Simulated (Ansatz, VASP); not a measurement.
# Ge: VASP beside Ansatz

The input INCAR:

```
ALGO = Normal
EDIFF = 1E-6
EDIFFG = -0.005
ENCUT = 600
GGA = PE
IBRION = 2
ISIF = 3
ISMEAR = -1
LASPH = True
LCHARG = False
LREAL = False
LWAVE = False
NELM = 100
NSW = 45
PREC = Accurate
SIGMA = 0.05
```

KPOINTS

```
k-points
0
Gamma
  15 15 15
```

The input POSCAR:

```
Ge
1.0
    2.7099730374      0.0000000000      0.0000000000
    0.0000000000      2.7099730374      0.0000000000
    0.0000000000      0.0000000000      2.7099730374
Ge
1
Direct
    0.0000000000      0.0000000000      0.0000000000
```

Input for Ansatz:

```yaml
crystal:
  lattice:
    - [2.7099730374, 0.0, 0.0]
    - [0.0, 2.7099730374, 0.0]
    - [0.0, 0.0, 2.7099730374]
  atoms:
    - { symbol: Ge, position: [0.0, 0.0, 0.0] }
kpoints:
  mp_grid: { grid: [15, 15, 15] }
scf:
  occupations: { method: fermi_dirac, width: 0.05 }
hamiltonian:
  xc: pbe
  pseudopotentials:
    kind: all_electron
    lapw: { basis_error: 0.0005 }
    relativity: none
output:
  forces: true
  stress: true
  eigenvalues: true
  populations: true
relax:
  f_tol: 0.005
  max_steps: 25
  cell: {}
```

Alike in both runs: task relaxation of cell and atoms; functional PBE; k mesh 15 × 15 × 15; occupations fermi-dirac, width 0.05 eV; no spin polarisation.

|  | VASP | Ansatz |
| --- | --- | --- |
| version | VASP 6.6.1 | Ansatz 0.2.0 |
| potentials or method | VASP PAW PBE potentials, release 64 (Ge_d), cutoff 600 eV | all-electron LAPW, non-relativistic |

|  | VASP | Ansatz | Ansatz less VASP |
| --- | --- | --- | --- |
| relaxed volume (Å³/atom) | 19.90 | 19.85 | -0.049 |
| relaxed cell length with the largest relative difference (Å) | 2.710 | 2.708 | -0.0022 |

Ansatz ran all-electron here, and VASP with PAW potentials.
